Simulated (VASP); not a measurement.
# TiB2 (Cm) in VASP: a series of runs, part 2 of 2

VASP 6.6.1. Earlier steps stand in the parts before.

## (3) Single point, PBE

Input file INCAR:

```
PREC     = Accurate       # precision mode
ENCUT    = 520            # plane-wave cutoff, eV
EDIFF    = 1E-6           # SCF threshold, eV
ISMEAR   = 0              # smearing method
SIGMA    = 0.15           # smearing width, eV
LREAL    = False          # projectors in reciprocal space
LASPH    = True           # aspherical terms in the spheres
NELM     = 100            # most SCF steps
ALGO     = Normal         # electronic algorithm
ISIF     = 2              # what is computed and relaxed
LWAVE    = False          # write WAVECAR
LCHARG   = False          # write CHGCAR
GGA      = PE             # functional
NBANDS   = 37             # bands
```

Input file KPOINTS:

```
regular mesh
0
Gamma
  15 15 4
```

Input file POSCAR:

```
TiB2
1.0
   -1.5160209380     -2.6258252899      0.0000000000
    1.5160209380     -2.6258252899      0.0000000000
   -0.3032041876     -0.5251650580     11.1702647790
Ti B
3 6
Direct
   -0.1587115146      0.0000000000      0.7935575732
   -0.0432828598      0.0000000000      0.2164142992
   -0.1009971872      0.0000000000      0.5049859362
    0.6522409705      0.6666666667      0.0721284807
    0.5945266431      0.6666666667      0.3607001177
    0.5368123157      0.6666666667      0.6492717547
    0.3189076372      0.3333333333      0.0721284807
    0.2611933098      0.3333333333      0.3607001177
    0.2034789824      0.3333333333      0.6492717547
```

Potentials or basis: VASP PAW PBE potentials, release 64 (Ti_sv, B).

Launch:

```console
cat potpaw_PBE.64/Ti_sv/POTCAR potpaw_PBE.64/B/POTCAR > POTCAR
mpirun -np 1 vasp_std > vasp.out
```

OUTCAR:

```text
PREC = Accurate
   ENCUT = 520
   EDIFF = 1E-6
   ISMEAR = 0
   LREAL = False
   LASPH = True
   NELM = 100
   ISIF = 2
   GGA = PE

 ion  position               nearest neighbor table
   1  0.841  0.000  0.794-   9 2.38   6 2.38   6 2.38   6 2.38   9 2.38   9 2.38
   2  0.957  0.000  0.216-   7 2.38   8 2.38   4 2.38   5 2.38   5 2.38   4 2.38   4 2.38   8 2.38
                             8 2.38   7 2.38   7 2.38   5 2.38
   3  0.899  0.000  0.505-   8 2.38   9 2.38   5 2.38   6 2.38   6 2.38   5 2.38   9 2.38   9 2.38
                             5 2.38   8 2.38   8 2.38   6 2.38
   4  0.652  0.667  0.072-   7 1.75   7 1.75   7 1.75   2 2.38   2 2.38   2 2.38
   5  0.595  0.667  0.361-   8 1.75   8 1.75   8 1.75   3 2.38   2 2.38   2 2.38   3 2.38   3 2.38
                             2 2.38
   6  0.537  0.667  0.649-   9 1.75   9 1.75   9 1.75   1 2.38   3 2.38   3 2.38   1 2.38   1 2.38
                             3 2.38
   7  0.319  0.333  0.072-   4 1.75   4 1.75   4 1.75   2 2.38   2 2.38   2 2.38
   8  0.261  0.333  0.361-   5 1.75   5 1.75   5 1.75   3 2.38   2 2.38   2 2.38   2 2.38   3 2.38
                             3 2.38
   9  0.203  0.333  0.649-   6 1.75   6 1.75   6 1.75   1 2.38   3 2.38   3 2.38   3 2.38   1 2.38
                             1 2.38

  LATTYP: Found a base centered monoclinic cell.
 ALAT       =     3.0320418760
 B/A-ratio  =     1.7320508076
 C/A-ratio  =     3.6894981651
 COS(beta)  =    -0.0542079142

  Lattice vectors:

 A1 = (   3.0320418760,   0.0000000000,   0.0000000000)
 A2 = (  -1.5160209380,   2.6258252899,   0.0000000000)
 A3 = (  -0.3032041876,  -0.5251650580,  11.1702647790)

Analysis of symmetry for initial positions (statically):
=====================================================================
 Subroutine PRICEL returns:
 Original cell was already a primitive cell.

 Routine SETGRP: Setting up the symmetry group for a
 base centered monoclinic supercell.

[... 157 lines left out ...]
   GGA     = PE    functional components
   LHFCALC =     F    Hartree Fock is set to
   AEXX    =    0.0000 exact exchange contribution
   IVDW    =     0    specifies the selected vdW correction
   LEPSILON=     F    determine dielectric tensor
   LRPA    =     F    only Hartree local field effects (RPA)
 non-spin polarized calculation
 Gauss-broadening in eV      SIGMA  =   0.15
  energy-cutoff  :      520.00
  volume of cell :       88.93
 maximum number of plane-waves:      2418
   NGX = 11   NGY = 11   NGZ = 41

 number of electron      54.0000002 magnetization

 Free energy of the ion-electron system (eV)
  ---------------------------------------------------
  ext. energy  EPLUGINS =         0.00000000
  ---------------------------------------------------
  free energy    TOTEN  =       -70.26011969 eV

  energy without entropy =      -70.23416562  energy(sigma->0) =      -70.24714265

 E-fermi :   8.0775     XC(G=0): -11.8817

 val. band max:        8.0766374270   @ k =  -0.1333   0.0000   0.2500
 cond. band min:       8.0784326052   @ k =  -0.3333  -0.2000   0.2500
 fundamental gap:      0.0017951782
 Fermi energy:         8.0774528397

 k-point     1 :       0.0000    0.0000    0.0000
  band No.  band energies     occupation
      1     -49.2318      2.00000
      2     -48.7892      2.00000
      3     -48.6700      2.00000
      4     -25.7004      2.00000
      5     -25.2502      2.00000
      6     -25.2147      2.00000
[... 949 lines left out ...]
     36      10.9155      0.00000
     37      10.9538      0.00000

 [... further k-points ...]

------------------------ aborting loop because EDIFF is reached ----------------------------------------

  FORCE on cell =-STRESS in cart. coord.  units (eV):
  Direction    XX          YY          ZZ          XY          YZ          ZX
  --------------------------------------------------------------------------------------
  -------------------------------------------------------------------------------------
  Total       -0.9889348     -0.8696900     -7.2745537      0.1032690      0.4118711      0.2377938
  in kB      -17.8161448    -15.6678926   -131.0546537      1.8604410      7.4200595      4.2839721
  external PRESSURE =     -54.8462304 kB  Pullay stress =       0.0000000 kB

 VOLUME and BASIS-vectors are now :
 -----------------------------------------------------------------------------
  energy-cutoff  :      520.00
  volume of cell :       88.93
      direct lattice vectors                 reciprocal lattice vectors
    -1.516020938 -2.625825290  0.000000000    -0.329810748 -0.190416324 -0.017904679
     1.516020938 -2.625825290  0.000000000     0.329810748 -0.190416324 -0.000000000
    -0.303204188 -0.525165058 11.170264779     0.000000000  0.000000000  0.089523393

 POSITION                                       TOTAL-FORCE (eV/Angst)
 -----------------------------------------------------------------------------------
     -1.51602     -2.62583      8.86425        -0.051480     -0.089166      0.708151
     -1.51602     -2.62583      2.41741         0.013578      0.023518     -0.968618
     -1.51602     -2.62583      5.64083         0.000419      0.000725      0.019575
      0.00000     -3.50110      0.80569         0.057962      0.019995     -0.285532
      0.00000     -3.50110      4.02912        -0.003739     -0.001238      0.020007
      0.00000     -3.50110      7.25254        -0.005471     -0.003622      0.385970
     -0.00000     -1.75055      0.80569        -0.011665      0.060194     -0.285532
     -0.00000     -1.75055      4.02912         0.000798     -0.003857      0.020007
     -0.00000     -1.75055      7.25254        -0.000401     -0.006549      0.385970
 -----------------------------------------------------------------------------------
    total drift:                                0.000033      0.000057      0.000151

  FREE ENERGIE OF THE ION-ELECTRON SYSTEM (eV)
  ---------------------------------------------------
  free  energy   TOTEN  =       -70.2601196871 eV

  energy  without entropy=      -70.2341656223  energy(sigma->0) =      -70.24714265
```

stdout:

```text
POSCAR found type information on POSCAR TiB
 POSCAR found :  2 types and       9 ions
 scaLAPACK will be used
 LDA part: xc-table for (Slater+PW92), standard interpolation
 POSCAR, INCAR and KPOINTS ok, starting setup
 FFT: planning ... GRIDC
 FFT: planning ... GRID_SOFT
 FFT: planning ... GRID
 WAVECAR not read
 entering main loop
```

Wall time 7.8 min (1 thread of Intel Xeon 6975P-C (Granite Rapids), shared host); peak memory 0.67 GiB.

What came out:

```
Free energy            : -70.2601 eV
Pressure               : -5.5 GPa
Largest force          : 0.969 eV/Å
Band gap on the k mesh : zero (bands 27 and 28 overlap by 0.61 eV)
```

Forces in eV/Å, atoms in the order of the input:
```
Ti  -0.051 -0.089  0.708
Ti   0.014  0.024 -0.969
Ti   0.000  0.001  0.020
B    0.058  0.020 -0.286
B   -0.004 -0.001  0.020
B   -0.005 -0.004  0.386
B   -0.012  0.060 -0.286
B    0.001 -0.004  0.020
B    0.000 -0.007  0.386
```

Stress tensor (GPa, compression positive):
```
 -1.78   0.19   0.43
  0.19  -1.57   0.74
  0.43   0.74 -13.11
```

Levels at points of the mesh, in eV from the Fermi level:
| k point | band 25 | band 26 | band 27 | band 28 | band 29 | band 30 |
| --- | --- | --- | --- | --- | --- | --- |
| (0.00, 0.00, 0.00) | -0.23 | 0.15 | 0.19 | 0.19 | 0.95 | 0.96 |
| (0.00, 0.00, 0.50) | -0.21 | -0.03 | 0.18 | 0.19 | 0.97 | 0.98 |

Caveat: the cell stands under tension.
